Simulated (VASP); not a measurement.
Runs of VASP 6.6.1 on MgS (Niningerite). The structure is that of space group Fm-3m (No. 225), or close to it. The cells are those of the table. 

```csv
task,cell,k mesh,cutoff (eV),smearing,ions in elastic constants,gap on the mesh (eV),pressure (GPa),relaxed volume (Å³/atom)
single point,"a = 3.679 Å, angles 60.0°, 2 atoms",6 × 6 × 6,600,gaussian 0.1 eV,-,(a),-3.8,-
relaxation of cell and atoms,"relaxed from a = 3.626 Å, angles 60.0°, 2 atoms",8 × 8 × 8,600,gaussian 0.01 eV,-,2.66,0.0,16.76
relaxation of cell and atoms,"relaxed from a = 3.679 Å, angles 60.0°, 2 atoms",8 × 8 × 8,600,gaussian 0.02 eV,-,2.66,0.0,16.76
single point,"a = 3.626 Å, angles 60.0°, 2 atoms",8 × 8 × 8,520,gaussian 0.02 eV,-,2.65,-0.6,-
single point,"a = 3.627 Å, angles 60.0°, 2 atoms",8 × 8 × 8,600,gaussian 0.01 eV,-,2.65,-0.6,-
```

Alike in all rows: level LDA; potentials or basis VASP PAW LDA potentials, release 64 (Mg, S); no spin polarisation.

Question: Estimate the missing entries.

Answer: (a) 2.56.

A k mesh can miss the band edges.
